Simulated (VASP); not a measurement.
# InP (F-43m) in VASP: dielectric tensor with r2SCAN

Aim: the dielectric tensor of InP with r2SCAN.

Everything below comes from runs of VASP 6.6.1. Logs are shortened: lines on timing, memory, paths and dates and some standing lists are left out, and cuts for length are marked.

## 1. The cell of the first run

The structure is cubic, space group F-43m (No. 216). The conventional cell has a = 5.908 Å, b = 5.908 Å, c = 5.908 Å, α = 90.00°, β = 90.00°, γ = 90.00°. Within 3.4 Å of In (site symmetry -43m) lie 4 P at 2.56 Å. P (site symmetry -43m) has 4 In at 2.56 Å within 3.4 Å.

## 2. Dielectric tensor, r2SCAN

Input file INCAR:

```
PREC = Accurate
ENCUT = 520
EDIFF = 1E-8
ISMEAR = 0
SIGMA = 0.01
LREAL = F
LASPH = T
NELM = 80
ALGO = Normal
ISIF = 2
LWAVE = F
LCHARG = F
METAGGA = R2SCAN
LMIXTAU = T
LCALCEPS = T
```

Input file KPOINTS:

```
regular mesh
0
Gamma
  6 6 6
```

Input file POSCAR:

```
InP
1.0
    0.0000000000      2.9537876420      2.9537876420
    2.9537876420      0.0000000000      2.9537876420
    2.9537876420      2.9537876420      0.0000000000
In P
1 1
Direct
    0.0000000000      0.0000000000      0.0000000000
    0.2500000000      0.2500000000      0.2500000000
```

Potentials or basis: VASP PAW PBE potentials, release 64 (In_d, P).

Started as:

```console
$ cat potpaw_PBE.64/In_d/POTCAR potpaw_PBE.64/P/POTCAR > POTCAR
$ mpirun -np 1 vasp_std > vasp.out
```

OUTCAR:

```text
PREC = Accurate
   ENCUT = 520
   EDIFF = 1E-8
   ISMEAR = 0
   LREAL = F
   LASPH = T
   NELM = 80
   ISIF = 2
   METAGGA = R2SCAN

 ion  position               nearest neighbor table
   1  0.000  0.000  0.000-   2 2.56   2 2.56   2 2.56   2 2.56
   2  0.250  0.250  0.250-   1 2.56   1 2.56   1 2.56   1 2.56

  LATTYP: Found a face centered cubic cell.
 ALAT       =     5.9075752840

  Lattice vectors:

 A1 = (   0.0000000000,   2.9537876420,   2.9537876420)
 A2 = (   2.9537876420,   0.0000000000,   2.9537876420)
 A3 = (   2.9537876420,   2.9537876420,   0.0000000000)

Analysis of symmetry for initial positions (statically):
=====================================================================
 Subroutine PRICEL returns:
 Original cell was already a primitive cell.

 Routine SETGRP: Setting up the symmetry group for a
 face centered cubic supercell.

 Subroutine GETGRP returns: Found 24 space group operations
 (whereof 24 operations were pure point group operations)
 out of a pool of 48 trial point group operations.

The static configuration has the point symmetry T_d .

Analysis of symmetry for dynamics (positions and initial velocities):
=====================================================================
 Subroutine PRICEL returns:
 Original cell was already a primitive cell.

 Routine SETGRP: Setting up the symmetry group for a
 face centered cubic supercell.

 Subroutine GETGRP returns: Found 24 space group operations
 (whereof 24 operations were pure point group operations)
 out of a pool of 48 trial point group operations.

The dynamic configuration has the point symmetry T_d .

 Subroutine INISYM returns: Found 24 space group operations
 (whereof 24 operations are pure point group operations),
 and found     1 'primitive' translations

----------------------------------------------------------------------------------------

                                     Primitive cell

  volume of cell :      51.5428

  direct lattice vectors                    reciprocal lattice vectors
     0.000000000  2.953787642  2.953787642    -0.169274186  0.169274186  0.169274186
     2.953787642  0.000000000  2.953787642     0.169274186 -0.169274186  0.169274186
     2.953787642  2.953787642  0.000000000     0.169274186  0.169274186 -0.169274186

  length of vectors
     4.177286544  4.177286544  4.177286544     0.293191491  0.293191491  0.293191491

  position of ions in fractional coordinates (direct lattice)
     0.000000000  0.000000000  0.000000000
     0.250000000  0.250000000  0.250000000

  ion indices of the primitive-cell ions
   primitive index   ion index
                 1           1
                 2           2

----------------------------------------------------------------------------------------

 KPOINTS: regular mesh

Automatic generation of k-mesh.
 Grid dimensions read from file:
 generate k-points for:    6    6    6

 Generating k-lattice:

  Cartesian coordinates                     Fractional coordinates (reciprocal lattice)
    -0.028212364  0.028212364  0.028212364     0.166666667  0.000000000  0.000000000
     0.028212364 -0.028212364  0.028212364     0.000000000  0.166666667  0.000000000
     0.028212364  0.028212364 -0.028212364     0.000000000  0.000000000  0.166666667

  Length of vectors
     0.048865249  0.048865249  0.048865249

  Shift w.r.t. Gamma in fractional coordinates (k-lattice)
     0.000000000  0.000000000  0.000000000

 Subroutine IBZKPT returns following result:
 ===========================================

 Found     16 irreducible k-points:

 Following reciprocal coordinates:
            Coordinates               Weight
  0.000000  0.000000  0.000000      1.000000
  0.166667  0.000000  0.000000      8.000000
  0.333333  0.000000  0.000000      8.000000
  0.500000  0.000000  0.000000      4.000000
  0.166667  0.166667  0.000000      6.000000
  0.333333  0.166667  0.000000     24.000000
[... 8 lines left out ...]
 -0.333333  0.333333  0.166667     24.000000
 -0.333333  0.500000  0.166667     12.000000
   k-points           NKPTS =     16   k-points in BZ     NKDIM =     16   number of bands    NBANDS=     13
   number of dos      NEDOS =    301   number of ions     NIONS =      2
   total plane-waves  NPLWV =  32768
   dimension x,y,z NGX =    32 NGY =   32 NGZ =   32
   dimension x,y,z NGXF=    64 NGYF=   64 NGZF=   64
   ions per type =               1   1
   NGX,Y,Z   is equivalent  to a cutoff of  12.74, 12.74, 12.74 a.u.
   NGXF,Y,Z  is equivalent  to a cutoff of  25.47, 25.47, 25.47 a.u.
 SYSTEM =  unknown system
   PREC   = accura    normal or accurate (medium, high low for compatibility)
   ISTART =      0    job   : 0-new  1-cont  2-samecut
   ICHARG =      2    charge: 1-file 2-atom 10-const
   ISPIN  =      1    spin polarized calculation?
   LNONCOLLINEAR =      F non collinear calculations
   LSORBIT =      F    spin-orbit coupling
   LASPH  =      T    aspherical Exc in radial PAW
   ENCUT  =  520.0 eV  38.22 Ry    6.18 a.u.   7.77  7.77  7.77*2*pi/ulx,y,z
   NELM   =     80;   NELMIN=  2; NELMDL= -5     # of ELM steps
   EDIFF  = 0.1E-07   stopping-criterion for ELM
   LREAL  =      F    real-space projection
   EDIFFG = 0.1E-06   stopping-criterion for IOM
   NSW    =      0    number of steps for IOM
   IBRION =     -1    ionic relax: 0-MD 1-quasi-New 2-CG
   NFREE  =      0    steps in history (QN), initial steepest desc. (CG)
   ISIF   =      2    stress and relaxation
   ISYM   =      2    0-nonsym 1-usesym 2-fastsym
   POTIM  = 0.5000    time-step for ionic-motion
   TEBEG  =    0.0;   TEEND  =   0.0 temperature during run
   PSTRESS=    0.0 pullay stress
   NELECT =      18.0000    total number of electrons
   NUPDOWN=      -1.0000    fix difference up-down
   EMIN   =  10.00;   EMAX   =-10.00  energy-range for DOS
   EFERMI =   0.00;   METHOD = LEGACY
   ISMEAR =     0;   SIGMA  =   0.01  broadening in eV -4-tet -1-fermi 0-gaus
   EFERMI_NEDOS =   21; number of points for ismear=-14 and -15
   IALGO  =     38    algorithm
   IMIX   =      4    mixing-type and parameters
     AMIX     =   0.40;   BMIX     =  1.00
     AMIX_MAG =   1.60;   BMIX_MAG =  1.00
  volume/ion in A,a.u.               =      25.77       173.91
  Fermi-wavevector in a.u.,A,eV,Ry     =   1.152860  2.178589 18.083301  1.329085
  Thomas-Fermi vector in A             =   2.289508
   LORBIT       =      0    0 simple, 1 ext, 2 COOP (PROOUT), +10 PAW based schemes
   METAGGA = R2SCAN    functional components
   LHFCALC =     F    Hartree Fock is set to
   AEXX    =    0.0000 exact exchange contribution
   IVDW    =     0    specifies the selected vdW correction
   LEPSILON=     F    determine dielectric tensor
   LRPA    =     F    only Hartree local field effects (RPA)
   LRPA       =     F
 non-spin polarized calculation
 Gauss-broadening in eV      SIGMA  =   0.01
  energy-cutoff  :      520.00
  volume of cell :       51.54
 maximum number of plane-waves:      1411
   NGX = 15   NGY = 15   NGZ = 15

 number of electron      18.0000009 magnetization

 Free energy of the ion-electron system (eV)
  ---------------------------------------------------
  ext. energy  EPLUGINS =         0.00000000
  ---------------------------------------------------
  free energy    TOTEN  =       -32.28863599 eV

  energy without entropy =      -32.28863599  energy(sigma->0) =      -32.28863599

 E-fermi :   4.8075     XC(G=0):  -9.7689

 val. band max:        4.7593749951   @ k =   0.0000   0.0000   0.0000
 cond. band min:   10000.0000000000   @ k =   0.0000   0.0000   0.0000
 fundamental gap:   9995.2406250049
 Fermi energy:         4.8075003059

 k-point     1 :       0.0000    0.0000    0.0000
  band No.  band energies     occupation
      1      -9.8595      2.00000
      2      -9.8587      2.00000
      3      -9.8579      2.00000
      4      -9.6923      2.00000
      5      -9.6923      2.00000
      6      -7.0764      2.00000
      7       4.7587      2.00000
      8       4.7590      2.00000
      9       4.7594      2.00000
     10   10000.0000      0.00000
     11   10000.0000      0.00000
     12   10000.0000      0.00000
     13   10000.0000      0.00000
[... 353 lines left out ...]
 k-point    24 :       0.0000    0.3333    0.1667
  band No.  band energies     occupation
      1      -9.9628      2.00000
      2      -9.8148      2.00000
      3      -9.8100      2.00000
      4      -9.7071      2.00000
      5      -9.6766      2.00000
      6      -5.9971      2.00000
      7       0.7985      2.00000
      8       3.2769      2.00000
      9       3.4502      2.00000
     10   10000.0000      0.00000
     11   10000.0000      0.00000
     12   10000.0000      0.00000
     13   10000.0000      0.00000

 [... further k-points ...]

------------------------ aborting loop because EDIFF is reached ----------------------------------------

            Ionic dipole moment: p[ion]=(     7.38447     7.38447     7.38447 ) |e| Angst

 Total electronic dipole moment: p[elc]=(     0.01146     0.01146     0.03495 ) |e| Angst

 MACROSCOPIC STATIC DIELECTRIC TENSOR (including local field effects)
 ------------------------------------------------------
           9.256710    -0.000000     0.000000
           0.000000     9.256710     0.000000
          -0.000000     0.000000     9.256710
 ------------------------------------------------------

 PIEZOELECTRIC TENSOR (including local field effects) (e Angst)
          XX          YY          ZZ          XY          YZ          ZX
  --------------------------------------------------------------------------------
  x    -0.00000     0.00000     0.00000     0.00000    -2.57923     0.00000
  y    -0.00000     0.00000    -0.00000     0.00000     0.00000    -2.57923
  z    -0.00000    -0.00000    -0.00000    -2.57923    -0.00000     0.00000

 PIEZOELECTRIC TENSOR (including local field effects) (C/m^2)
          XX          YY          ZZ          XY          YZ          ZX
  --------------------------------------------------------------------------------
  x    -0.00000     0.00000     0.00000     0.00000    -0.80174     0.00000
  y    -0.00000     0.00000    -0.00000     0.00000     0.00000    -0.80174
  z    -0.00000    -0.00000    -0.00000    -0.80174    -0.00000     0.00000

 BORN EFFECTIVE CHARGES (including local field effects) (in |e|, cummulative output)
 ---------------------------------------------------------------------------------
 ion    1
    1     2.57342     0.00000    -0.00000
    2     0.00000     2.57342     0.00000
    3    -0.00000    -0.00000     2.57342
 ion    2
    1    -2.57342     0.00000    -0.00000
    2     0.00000    -2.57342     0.00000
    3     0.00000     0.00000    -2.57342

  FORCE on cell =-STRESS in cart. coord.  units (eV):
  Direction    XX          YY          ZZ          XY          YZ          ZX
  --------------------------------------------------------------------------------------
  -------------------------------------------------------------------------------------
  Total       -0.0433335     -0.0433335     -0.0433335      0.0000000      0.0000000     -0.0000000
  in kB       -1.3469980     -1.3469980     -1.3469980      0.0000000      0.0000000     -0.0000000
  external PRESSURE =      -1.3469980 kB  Pullay stress =       0.0000000 kB

 VOLUME and BASIS-vectors are now :
 -----------------------------------------------------------------------------
  energy-cutoff  :      520.00
  volume of cell :       51.54
      direct lattice vectors                 reciprocal lattice vectors
     0.000000000  2.953787642  2.953787642    -0.169274186  0.169274186  0.169274186
     2.953787642  0.000000000  2.953787642     0.169274186 -0.169274186  0.169274186
     2.953787642  2.953787642  0.000000000     0.169274186  0.169274186 -0.169274186

 POSITION                                       TOTAL-FORCE (eV/Angst)
 -----------------------------------------------------------------------------------
      0.00000      0.00000      0.00000         0.000000      0.000000      0.000000
      1.47689      1.47689      1.47689        -0.000000     -0.000000      0.000000
 -----------------------------------------------------------------------------------
    total drift:                               -0.000002     -0.000002     -0.000002

  FREE ENERGIE OF THE ION-ELECTRON SYSTEM (eV)
  ---------------------------------------------------
  free  energy   TOTEN  =       -32.2886359871 eV

  energy  without entropy=      -32.2886359871  energy(sigma->0) =      -32.28863599
```

Run time: 26 min. Hardware: 1 thread of Intel Xeon Platinum 8559C (Emerald Rapids), shared host; peak memory 0.35 GiB.

What came out:

- Band gap on the k mesh: 1.03 eV, direct
- Electronic dielectric tensor (diagonal): 9.26
- Born charges (mean of the diagonal): In +2.57; P -2.57 e

Levels at points of the mesh, in eV from the valence-band top:
```
           k point  band 6  band 7  band 8  band 9  band 10  band 11  band 12  band 13
(0.00, 0.00, 0.00)  -11.84    0.00    0.00    0.00     1.03     4.44     4.44     4.44
(0.50, 0.00, 0.00)  -10.11   -5.75   -0.97   -0.97     1.80     5.15     5.15     7.49
(0.50, 0.50, 0.00)   -9.46   -5.77   -2.33   -2.33     2.04     2.54     9.72    10.15
```

Electronic dielectric tensor:
```
9.26 0.00 0.00
0.00 9.26 0.00
0.00 0.00 9.26
```

Born effective charge tensors (e):
atom 1, In
```
2.57 0.00 0.00
0.00 2.57 0.00
0.00 0.00 2.57
```
atom 2, P
```
-2.57  0.00  0.00
 0.00 -2.57  0.00
 0.00  0.00 -2.57
```

Dipole moments of the cell (e·Å, modulo the quantum): ionic 7.384, 7.384, 7.384; electronic 0.011, 0.011, 0.035

Caveat: the PAW data sets were made with another functional, which shifts forces and pressure a little; spin-orbit coupling is left out, which moves the levels of the heavy elements. r2SCAN opens gaps a little over a GGA but as a rule still falls short of measured ones.
